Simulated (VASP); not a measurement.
# Al2O3 (R-3c) in VASP: settings compared, part 2 of 2

VASP 6.6.1. The steps go on from the part before.

## (4) Relaxation of cell and atoms, r2SCAN

Input file POSCAR:

```
Al2O3
1.0
    2.3802500000      1.3742379782      4.3318666667
   -2.3802500000      1.3742379782      4.3318666667
    0.0000000000     -2.7484759565      4.3318666667
Al O
4 6
Direct
    0.3521600000      0.3521600000      0.3521600000
    0.1478400000      0.1478400000      0.1478400000
    0.6478400000      0.6478400000      0.6478400000
    0.8521600000      0.8521600000      0.8521600000
    0.5566800000      0.9433200000      0.2500000000
    0.2500000000      0.5566800000      0.9433200000
    0.9433200000      0.2500000000      0.5566800000
    0.4433200000      0.0566800000      0.7500000000
    0.7500000000      0.4433200000      0.0566800000
    0.0566800000      0.7500000000      0.4433200000
```

Input file INCAR.step1:

```
PREC = Accurate
ENCUT = 600
ISMEAR = 0
SIGMA = 0.01
LREAL = F
LASPH = T
NELM = 80
GGA = PE
ALGO = Normal
EDIFF = 1E-4
LWAVE = T
LCHARG = F
```

Input file INCAR.step2:

```
PREC = Accurate
ENCUT = 600
EDIFF = 1E-6
ISMEAR = 0
SIGMA = 0.01
LREAL = F
LASPH = T
NELM = 80
ALGO = Normal
ISIF = 3
LWAVE = F
LCHARG = F
METAGGA = R2SCAN
LMIXTAU = T
IBRION = 2
NSW = 80
EDIFFG = -0.002
ISTART = 1
```

Input file KPOINTS:

```
Automatic mesh
0
Gamma
  5 5 5
```

Potentials or basis: VASP PAW PBE potentials, release 64 (Al, O).

Command:

```console
$ cat potpaw_PBE.64/Al/POTCAR potpaw_PBE.64/O/POTCAR > POTCAR
$ cp INCAR.step1 INCAR
$ mpirun -np 1 vasp_std > vasp.out
$ cp INCAR.step2 INCAR
$ mpirun -np 1 vasp_std > vasp.out
```

OUTCAR:

```text
PREC = Accurate
   ENCUT = 600
   EDIFF = 1E-6
   ISMEAR = 0
   LREAL = F
   LASPH = T
   NELM = 80
   ISIF = 3
   METAGGA = R2SCAN
   IBRION = 2
   NSW = 80
   EDIFFG = -0.002
   ISTART = 1

 ion  position               nearest neighbor table
   1  0.352  0.352  0.352-   9 1.85  10 1.85   8 1.85   7 1.97   5 1.97   6 1.97   2 2.66   3 2.79
                             3 2.79   3 2.79   2 3.22   2 3.22   2 3.22
   2  0.148  0.148  0.148-  10 1.85   9 1.85   8 1.85   6 1.97   5 1.97   7 1.97   1 2.66   4 2.79
                             4 2.79   4 2.79   1 3.22   1 3.22   1 3.22
   3  0.648  0.648  0.648-   6 1.85   7 1.85   5 1.85  10 1.97   8 1.97   9 1.97   4 2.66   1 2.79
                             1 2.79   1 2.79   4 3.22   4 3.22   4 3.22
   4  0.852  0.852  0.852-   7 1.85   6 1.85   5 1.85   9 1.97   8 1.97  10 1.97   3 2.66   2 2.79
                             2 2.79   2 2.79   3 3.22   3 3.22   3 3.22
   5  0.557  0.943  0.250-   3 1.85   4 1.85   1 1.97   2 1.97
   6  0.250  0.557  0.943-   3 1.85   4 1.85   2 1.97   1 1.97
   7  0.943  0.250  0.557-   4 1.85   3 1.85   1 1.97   2 1.97
   8  0.443  0.057  0.750-   1 1.85   2 1.85   3 1.97   4 1.97
   9  0.750  0.443  0.057-   1 1.85   2 1.85   4 1.97   3 1.97
  10  0.057  0.750  0.443-   2 1.85   1 1.85   3 1.97   4 1.97

  LATTYP: Found a trigonal (rhomboedric) cell.
 ALAT       =     5.1302230849
 COS(alpha) =     0.5694707703

  Lattice vectors:

 A1 = (   2.3802500000,   1.3742379782,   4.3318666667)
 A2 = (  -2.3802500000,   1.3742379782,   4.3318666667)
 A3 = (   0.0000000000,  -2.7484759565,   4.3318666667)

Analysis of symmetry for initial positions (statically):
=====================================================================
 Subroutine PRICEL returns:
 Original cell was already a primitive cell.

 Routine SETGRP: Setting up the symmetry group for a
 trigonal (rhombohedral) supercell.

 Subroutine GETGRP returns: Found 12 space group operations
 (whereof  6 operations were pure point group operations)
 out of a pool of 12 trial point group operations.

The static configuration has the point symmetry S_6 .
[... 135 lines left out ...]
   PSTRESS=    0.0 pullay stress
   NELECT =      48.0000    total number of electrons
   NUPDOWN=      -1.0000    fix difference up-down
   EMIN   =  10.00;   EMAX   =-10.00  energy-range for DOS
   EFERMI =   0.00;   METHOD = LEGACY
   ISMEAR =     0;   SIGMA  =   0.01  broadening in eV -4-tet -1-fermi 0-gaus
   EFERMI_NEDOS =   21; number of points for ismear=-14 and -15
   IALGO  =     38    algorithm
   IMIX   =      4    mixing-type and parameters
     AMIX     =   0.40;   BMIX     =  1.00
     AMIX_MAG =   1.60;   BMIX_MAG =  1.00
  volume/ion in A,a.u.               =       8.50        57.37
  Fermi-wavevector in a.u.,A,eV,Ry     =   1.353064  2.556920 24.909299  1.830782
  Thomas-Fermi vector in A             =   2.480350
   LORBIT       =      0    0 simple, 1 ext, 2 COOP (PROOUT), +10 PAW based schemes
   METAGGA = R2SCAN    functional components
   LHFCALC =     F    Hartree Fock is set to
   AEXX    =    0.0000 exact exchange contribution
   IVDW    =     0    specifies the selected vdW correction
   LEPSILON=     F    determine dielectric tensor
   LRPA    =     F    only Hartree local field effects (RPA)
 conjugate gradient relaxation of ions
 non-spin polarized calculation
 Gauss-broadening in eV      SIGMA  =   0.01
  energy-cutoff  :      600.00
  volume of cell :       85.02
 maximum number of plane-waves:      2865
 NGX is ok and might be reduce to    42
   NGX = 21   NGY = 21   NGZ = 21

--------------------------------------- Ionic step        1  -------------------------------------------

 number of electron      48.0000003 magnetization

 Free energy of the ion-electron system (eV)
  ---------------------------------------------------
  ext. energy  EPLUGINS =         0.00000000
  ---------------------------------------------------
  free energy    TOTEN  =       -96.29288142 eV

  energy without entropy =      -96.29288142  energy(sigma->0) =      -96.29288142

------------------------ aborting loop because EDIFF is reached ----------------------------------------

  FORCE on cell =-STRESS in cart. coord.  units (eV):
  Direction    XX          YY          ZZ          XY          YZ          ZX
  --------------------------------------------------------------------------------------
  -------------------------------------------------------------------------------------
  Total       -0.5104454     -0.5104454     -0.5814818      0.0000000      0.0000000     -0.0000000
  in kB       -9.6194233     -9.6194233    -10.9581158      0.0000000      0.0000000     -0.0000000
  external PRESSURE =     -10.0656541 kB  Pullay stress =       0.0000000 kB
[... 339 lines left out ...]
--------------------------------------- Ionic step        9  -------------------------------------------

 number of electron      48.0000002 magnetization

 Free energy of the ion-electron system (eV)
  ---------------------------------------------------
  ext. energy  EPLUGINS =         0.00000000
  ---------------------------------------------------
  free energy    TOTEN  =       -96.29512271 eV

  energy without entropy =      -96.29512271  energy(sigma->0) =      -96.29512271

 E-fermi :   5.8122     XC(G=0): -12.2463

 val. band max:        5.7708093045   @ k =   0.0000   0.0000   0.0000
 cond. band min:      12.9725828573   @ k =   0.0000   0.0000   0.0000
 fundamental gap:      7.2017735528
 Fermi energy:         5.8121527769

 k-point     1 :       0.0000    0.0000    0.0000
  band No.  band energies     occupation
      1     -14.4574      2.00000
      2     -12.1544      2.00000
      3     -11.8762      2.00000
      4     -11.8762      2.00000
      5     -11.5655      2.00000
      6     -11.5655      2.00000
[... 653 lines left out ...]
  FREE ENERGIE OF THE ION-ELECTRON SYSTEM (eV)
  ---------------------------------------------------
  free  energy   TOTEN  =       -96.2951227110 eV

  energy  without entropy=      -96.2951227110  energy(sigma->0) =      -96.29512271

 reached required accuracy - stopping structural energy minimisation
```

OUTCAR.step1:

```text
PREC = Accurate
   ENCUT = 600
   ISMEAR = 0
   LREAL = F
[... 879 lines left out ...]
      1.65027      0.10988      7.58077         0.013547      0.023464     -0.000000
      0.92030     -1.37424      5.41483         0.027094     -0.000000      0.000000
      0.72998      1.48412      5.41483        -0.013547      0.023464     -0.000000
     -1.65027     -0.10988      5.41483        -0.013547     -0.023464     -0.000000
 -----------------------------------------------------------------------------------
    total drift:                               -0.000000      0.000000     -0.000000

  FREE ENERGIE OF THE ION-ELECTRON SYSTEM (eV)
  ---------------------------------------------------
  free  energy   TOTEN  =       -74.7732336293 eV

  energy  without entropy=      -74.7732336293  energy(sigma->0) =      -74.77323363
```

OSZICAR.step1:

```text
N       E                     dE             d eps       ncg     rms          rms(c)
DAV:   1     0.280736961705E+03    0.28074E+03   -0.28266E+04  1140   0.171E+03
DAV:   2    -0.680565595504E+02   -0.34879E+03   -0.33950E+03  1456   0.336E+02
DAV:   3    -0.826927050063E+02   -0.14636E+02   -0.14597E+02  1368   0.758E+01
DAV:   4    -0.828218584582E+02   -0.12915E+00   -0.12901E+00  1368   0.802E+00
DAV:   5    -0.828236061157E+02   -0.17477E-02   -0.17475E-02  1338   0.944E-01    0.176E+01
DAV:   6    -0.747253240538E+02    0.80983E+01   -0.35382E+01  1332   0.332E+01    0.604E+00
DAV:   7    -0.747492780077E+02   -0.23954E-01   -0.69578E-01  1346   0.473E+00    0.323E+00
DAV:   8    -0.747672406382E+02   -0.17963E-01   -0.67386E-02  1350   0.229E+00    0.687E-01
DAV:   9    -0.747726752420E+02   -0.54346E-02   -0.14647E-02  1344   0.800E-01    0.305E-01
DAV:  10    -0.747732824686E+02   -0.60723E-03   -0.84676E-04  1362   0.197E-01    0.630E-02
DAV:  11    -0.747732336293E+02    0.48839E-04   -0.45006E-04  1344   0.125E-01
   1 F= -.74773234E+02 E0= -.74773234E+02  d E =-.741907E-12
```

It took 29 min on 1 thread of Intel Xeon 8259CL, shared host; peak memory 0.3 GiB.

What came out:

| Quantity | Value |
| --- | --- |
| Free energy | -96.2951 eV |
| Relaxed volume | 8.47 Å³/atom |
| Relaxed cell | a = 5.124 Å, b = 5.124 Å, c = 5.124 Å, α = 55.28°, β = 55.28°, γ = 55.28° |
| Space group after relaxing (to 0.1 Å) | R-3c (No. 167) |
| Energy gained by relaxing | 0.2 meV/atom |
| Ionic steps | 9 |
| Pressure after relaxing | 0.0 GPa |
| Band gap on the k mesh | 7.20 eV |

Step by step:
```
step  energy change (eV)  largest force (eV/Å)  pressure (GPa)  volume (Å³)
   1              0.0000                0.0808           -1.01        85.02
   2             -0.0013                0.0274            0.99        84.36
   3             -0.0021                0.0323            0.24        84.61
   4             -0.0021                0.0349            0.17        84.63
   5             -0.0022                0.0079           -0.04        84.70
   6             -0.0022                0.0058            0.01        84.68
   7             -0.0022                0.0063           -0.02        84.69
   8             -0.0022                0.0040           -0.01        84.69
   9             -0.0022                0.0015            0.00        84.68
```

Final structure:
```cif
data_structure
_symmetry_space_group_name_H-M 'P 1'
_symmetry_Int_Tables_number 1
_cell_length_a 5.1240
_cell_length_b 5.1240
_cell_length_c 5.1240
_cell_angle_alpha 55.275
_cell_angle_beta 55.275
_cell_angle_gamma 55.275
_cell_volume 84.68
loop_
_atom_site_label
_atom_site_type_symbol
_atom_site_fract_x
_atom_site_fract_y
_atom_site_fract_z
_atom_site_occupancy
Al1 Al 0.35182 0.35182 0.35182 1
Al2 Al 0.14818 0.14818 0.14818 1
Al3 Al 0.64818 0.64818 0.64818 1
Al4 Al 0.85182 0.85182 0.85182 1
O1 O 0.55630 0.94370 0.25000 1
O2 O 0.25000 0.55630 0.94370 1
O3 O 0.94370 0.25000 0.55630 1
O4 O 0.44370 0.05630 0.75000 1
O5 O 0.75000 0.44370 0.05630 1
O6 O 0.05630 0.75000 0.44370 1
```

Caveat: the PAW data sets were made with another functional, which shifts forces and pressure a little.

## (5) Summary

| level | potentials or basis | gap on the mesh (eV) | pressure (GPa) | relaxed volume (Å³/atom) |
| --- | --- | --- | --- | --- |
| LDA | VASP PAW LDA potentials, release 64 (Al, O) | 6.42 | 0.0 | 8.34 |
| PBE | VASP PAW PBE potentials, release 64 (Al, O) | 5.87 | 0.0 | 8.74 |
| r2SCAN | VASP PAW PBE potentials, release 64 (Al, O) | 7.20 | 0.0 | 8.47 |

Alike in all rows: task relaxation of cell and atoms; no spin polarisation; cell relaxed; k mesh 5 × 5 × 5; cutoff (eV) 600; smearing gaussian 0.01 eV.

Caveats: the PAW data sets were made with another functional, which shifts forces and pressure a little (at least some runs).

Absolute energies hang on the potentials; compare differences alone.
